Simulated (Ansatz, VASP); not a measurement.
# FeCo3 in VASP and in Ansatz

```
CELL_PARAMETERS angstrom
3.53709 0.00000 0.00000
0.00000 3.53709 0.00000
0.00000 0.00000 3.53709
ATOMIC_POSITIONS crystal
Fe 0.00000 0.00000 0.00000
Co 0.50000 0.50000 0.00000
Co 0.50000 0.00000 0.50000
Co 0.00000 0.50000 0.50000
```

Alike in both runs: task single point; functional r2SCAN; k mesh 10 × 10 × 10; occupations gaussian, width 0.15 eV; collinear spin.

|  | VASP | Ansatz |
| --- | --- | --- |
| version | VASP 6.6.1 | Ansatz 0.2.0 |
| potentials or method | VASP PAW PBE potentials, release 64 (Fe, Co), cutoff 520 eV | scalar-relativistic, plane waves, PAW |
| valence electrons in the cell | 35 | 67 |

|  | VASP | Ansatz | Ansatz less VASP |
| --- | --- | --- | --- |
| gap on the k mesh at the Fermi level (eV) | none | none | - |
| pressure (GPa) | -0.2 | -0.2 | +0.06 |
| net moment per atom (μB) | 2.03 | 2.04 | +0.006 |
| size of the moment on the site where the two differ most (μB) | 1.82 | 1.90 | +0.072 |

VASP's potentials were made for PBE, not for r2SCAN. Site moments also hang on the region over which each program counts them. A gap of «none» marks a metal or a gap that the smearing closes. VASP's potentials hold 35 valence electrons a cell and Ansatz's 67, so a difference there can come from the potentials and not from the codes. Ansatz's warnings: stability check not made.
